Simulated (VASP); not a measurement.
A run of VASP 6.6.1:

File INCAR:

```
SYSTEM = Re
PREC = Accurate
ENCUT = 520
EDIFF = 1E-6
ISMEAR = 0
SIGMA = 0.15
LREAL = .False.
LASPH = .True.
NELM = 100
ALGO = Normal
ISIF = 2
LWAVE = .False.
LCHARG = .False.
GGA = PE
NBANDS = 10
```

The input KPOINTS:

```
Automatic mesh
0
Gamma
  10 10 10
  0 0 0
```

POSCAR

```
Re
1.0
    0.0000000000      2.0368100410      1.8376100190
    2.0368100410      0.0000000000      1.8376100190
    2.0368100410      2.0368100410      0.0000000000
Re
1
Direct
    0.0000000000      0.0000000000      0.0000000000
```

Potentials or basis: VASP PAW PBE potentials, release 64 (Re).

Command:

```sh
$ cat potpaw_PBE.64/Re/POTCAR > POTCAR
$ mpirun -np 1 vasp_std > vasp.out
```

Hardware: 1 thread of AMD EPYC 7R43 64-Core Processor (Zen 3) (shared host).

Question: Estimate the wall time of this run.

Answer: Run time: 22 s on 1 thread of AMD EPYC 7R43 64-Core Processor (Zen 3), with other jobs on the host, peak memory 0.1 GiB. Counts: scf iterations 11, k points 102.
